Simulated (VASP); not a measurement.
A run of VASP 6.6.1 is set up as follows.

INCAR

```
SYSTEM = LiF
PREC = Accurate
ENCUT = 600
EDIFF = 1E-6
ISMEAR = 0
SIGMA = 0.02
LREAL = .False.
LASPH = .True.
NELM = 80
ALGO = Normal
ISIF = 3
LWAVE = .False.
LCHARG = .False.
GGA = PE
IBRION = 2
NSW = 100
EDIFFG = -0.005
```

The input KPOINTS:

```
regular mesh
0
Gamma
  10 10 10
  0 0 0
```

File POSCAR:

```
LiF
1.0
    0.0000000000      2.0417135738      2.0417135738
    2.0417135738      0.0000000000      2.0417135738
    2.0417135738      2.0417135738      0.0000000000
Li F
1 1
Direct
    0.0000000000      0.0000000000      0.0000000000
    0.5000000000      0.5000000000      0.5000000000
```

Potentials or basis: VASP PAW PBE potentials, release 64 (Li_sv, F).

Run with:

```console
$ cat potpaw_PBE.64/Li_sv/POTCAR potpaw_PBE.64/F/POTCAR > POTCAR
$ mpirun -np 1 vasp_std > vasp.out
```

(1) Estimate the relaxed cell.

(2) Predict the space group after relaxing (to 0.05 Å).

Answers

(1) a = 2.864 Å, b = 2.864 Å, c = 2.864 Å, α = 60.00°, β = 60.00°, γ = 60.00°.

(2) Fm-3m (No. 225).
